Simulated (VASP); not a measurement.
# Rh (Pm-3m) in VASP: a series of runs, part 2 of 2

VASP 6.6.1. The steps go on from the part before.

## Step 4: Single point, BLYP (volume scaled by 0.92)

Input file INCAR:

```
SYSTEM = Rh
PREC     = Accurate       ! precision mode
ENCUT    = 520            ! plane-wave cutoff, eV
EDIFF    = 1E-6           ! SCF threshold, eV
ISMEAR   = -1             ! smearing method
SIGMA    = 0.1            ! smearing width, eV
LREAL    = .FALSE.        ! projectors in reciprocal space
LASPH    = .TRUE.         ! aspherical terms in the spheres
NELM     = 100            ! most SCF steps
ALGO     = Normal         ! electronic algorithm
ISIF     = 2              ! what is computed and relaxed
LWAVE    = .FALSE.        ! write WAVECAR
LCHARG   = .FALSE.        ! write CHGCAR
GGA      = B5             ! functional
ALDAX    = 1.0          
AGGAX    = 1.0          
AGGAC    = 1.0          
ALDAC    = 0.0          
NBANDS   = 14             ! bands
```

Input file KPOINTS:

```
regular mesh
0
G
  14 14 14
  0 0 0
```

Input file POSCAR:

```
Rh
1.0
    2.5134066114      0.0000000000      0.0000000000
    0.0000000000      2.5134066114      0.0000000000
    0.0000000000      0.0000000000      2.5134066114
Rh
1
Direct
    0.0000000000      0.0000000000      0.0000000000
```

Potentials or basis: VASP PAW PBE potentials, release 64 (Rh_pv).

Command:

```sh
$ cat potpaw_PBE.64/Rh_pv/POTCAR > POTCAR
$ mpirun -np 1 vasp_std > vasp.out
```

OUTCAR:

```text
SYSTEM = Rh
   PREC = Accurate
   ENCUT = 520
   EDIFF = 1E-6
   ISMEAR = -1
   LREAL = .FALSE.
   LASPH = .TRUE.
   NELM = 100
   ISIF = 2
   GGA = B5

 ion  position               nearest neighbor table
   1  0.000  0.000  0.000-

  LATTYP: Found a simple cubic cell.
 ALAT       =     2.5134066114

  Lattice vectors:

 A1 = (   2.5134066114,   0.0000000000,   0.0000000000)
 A2 = (   0.0000000000,   2.5134066114,   0.0000000000)
 A3 = (   0.0000000000,   0.0000000000,   2.5134066114)

Analysis of symmetry for initial positions (statically):
=====================================================================
 Subroutine PRICEL returns:
 Original cell was already a primitive cell.

 Routine SETGRP: Setting up the symmetry group for a
 simple cubic supercell.

 Subroutine GETGRP returns: Found 48 space group operations
 (whereof 48 operations were pure point group operations)
 out of a pool of 48 trial point group operations.

The static configuration has the point symmetry O_h .

Analysis of symmetry for dynamics (positions and initial velocities):
=====================================================================
[... 161 lines left out ...]
 Fermi energy:        10.1407543907

 k-point     1 :       0.0000    0.0000    0.0000
  band No.  band energies     occupation
      1     -35.7377      2.00000
      2     -35.7377      2.00000
      3     -35.7377      2.00000
      4       3.4111      2.00000
      5       4.8789      2.00000
      6       4.8789      2.00000
      7      10.9056      0.00095
      8      10.9056      0.00095
      9      10.9056      0.00095
     10      27.1955      0.00000
     11      27.1955      0.00000
     12      27.1955      0.00000
     13      30.9654      0.00000
     14      34.8788      0.00000
[... 377 lines left out ...]
      1     -36.3329      2.00000
      2     -35.9803      2.00000
      3     -35.6579      2.00000
      4       5.6574      2.00000
      5       6.3724      2.00000
      6       7.6325      2.00000
      7       9.2169      1.99981
      8      10.2160      0.64049
      9      10.7081      0.00685
     10      19.2577      0.00000
     11      25.8347      0.00000
     12      29.9542      0.00000
     13      30.9909      0.00000
     14      33.7659      0.00000

 [... further k-points ...]
[... 5 lines left out ...]
  --------------------------------------------------------------------------------------
  -------------------------------------------------------------------------------------
  Total        1.5999100      1.5999100      1.5999100     -0.0000000      0.0000000     -0.0000000
  in kB      161.4425030    161.4425030    161.4425030     -0.0000000      0.0000000     -0.0000000
  external PRESSURE =     161.4425030 kB  Pullay stress =       0.0000000 kB

 VOLUME and BASIS-vectors are now :
 -----------------------------------------------------------------------------
  energy-cutoff  :      520.00
  volume of cell :       15.88
      direct lattice vectors                 reciprocal lattice vectors
     2.513406611  0.000000000  0.000000000     0.397866384  0.000000000  0.000000000
     0.000000000  2.513406611  0.000000000     0.000000000  0.397866384  0.000000000
     0.000000000  0.000000000  2.513406611     0.000000000  0.000000000  0.397866384

 POSITION                                       TOTAL-FORCE (eV/Angst)
 -----------------------------------------------------------------------------------
      0.00000      0.00000      0.00000         0.000000      0.000000      0.000000
 -----------------------------------------------------------------------------------
    total drift:                               -0.000000      0.000000      0.000000

  FREE ENERGIE OF THE ION-ELECTRON SYSTEM (eV)
  ---------------------------------------------------
  free  energy   TOTEN  =        -5.5752422506 eV

  energy  without entropy=       -5.5232887784  energy(sigma->0) =       -5.54926551
```

OSZICAR:

```text
N       E                     dE             d eps       ncg     rms          rms(c)
DAV:   1     0.123774712082E+03    0.12377E+03   -0.88426E+03  3374   0.111E+03
DAV:   2    -0.421424045692E+01   -0.12799E+03   -0.12157E+03  3612   0.334E+02
DAV:   3    -0.580093595460E+01   -0.15867E+01   -0.15821E+01  4182   0.417E+01
DAV:   4    -0.580809888039E+01   -0.71629E-02   -0.71622E-02  3888   0.285E+00
DAV:   5    -0.580818036731E+01   -0.81487E-04   -0.81471E-04  4158   0.273E-01    0.793E+00
DAV:   6    -0.557864040216E+01    0.22954E+00   -0.44042E-01  3966   0.877E+00    0.324E+00
DAV:   7    -0.557602778043E+01    0.26126E-02   -0.15144E-02  3834   0.902E-01    0.165E+00
DAV:   8    -0.557527789684E+01    0.74988E-03   -0.19875E-03  3846   0.546E-01    0.579E-02
DAV:   9    -0.557524103434E+01    0.36862E-04   -0.97564E-05  4068   0.134E-01    0.192E-02
DAV:  10    -0.557524252562E+01   -0.14913E-05   -0.89806E-06  3750   0.314E-02    0.738E-03
DAV:  11    -0.557524225056E+01    0.27506E-06   -0.11758E-07  2604   0.404E-03
   1 F= -.55752423E+01 E0= -.55492655E+01  d E =-.519535E-01
```

stdout:

```text
POSCAR found type information on POSCAR Rh
 POSCAR found :  1 types and       1 ions
 scaLAPACK will be used
 -----------------------------------------------------------------------------
|                                                                             |
|                                                                             |
|     You enforced a specific xc type in the INCAR file but a different       |
|     I HOPE YOU KNOW WHAT YOU ARE DOING!                                     |
|                                                                             |
 -----------------------------------------------------------------------------

 LDA part: xc-table for (Slater(with rela. corr.)+VWN5), standard interpolation
 POSCAR, INCAR and KPOINTS ok, starting setup
 FFT: planning ... GRIDC
 FFT: planning ... GRID_SOFT
 FFT: planning ... GRID
 WAVECAR not read
 entering main loop
```

Wall time 9.8 s (1 thread of Intel Xeon 6975P-C (Granite Rapids), shared host); peak memory 0.14 GiB.

What came out:

| Property | Result |
| --- | --- |
| Free energy | -5.5752 eV |
| Pressure | 16.1 GPa |

Levels at points of the mesh, in eV from the Fermi level:
| k point | band 4 | band 5 | band 6 | band 7 | band 8 | band 9 | band 10 | band 11 |
| --- | --- | --- | --- | --- | --- | --- | --- | --- |
| (0.00, 0.00, 0.00) | -6.73 | -5.26 | -5.26 | 0.76 | 0.76 | 0.76 | 17.05 | 17.05 |
| (0.50, 0.00, 0.00) | -4.63 | -4.40 | -1.42 | -1.42 | 0.22 | 0.98 | 6.39 | 17.77 |
| (0.50, 0.50, 0.00) | -5.71 | -3.75 | -1.01 | -1.01 | 2.40 | 5.86 | 5.86 | 13.87 |
| (0.50, 0.50, 0.50) | -4.58 | -4.58 | -4.58 | 2.54 | 2.54 | 10.60 | 12.33 | 12.33 |

Caveat: the PAW data sets were made with another functional, which shifts forces and pressure a little.

## Step 5: Overview

```tsv
cell	k mesh	gap on the mesh (eV)	pressure (GPa)
a = 2.584 Å, 1 atom	13 × 13 × 13	none	0.3
a = 2.476 Å, 1 atom	14 × 14 × 14	none	27.6
a = 2.513 Å, 1 atom	14 × 14 × 14	none	16.1
```

Alike in all rows: task single point; level BLYP; potentials or basis VASP PAW PBE potentials, release 64 (Rh_pv); no spin polarisation; cutoff (eV) 520; smearing fermi-dirac 0.1 eV.

Caveats: the PAW data sets were made with another functional, which shifts forces and pressure a little.

Absolute energies hang on the potentials; compare differences alone.
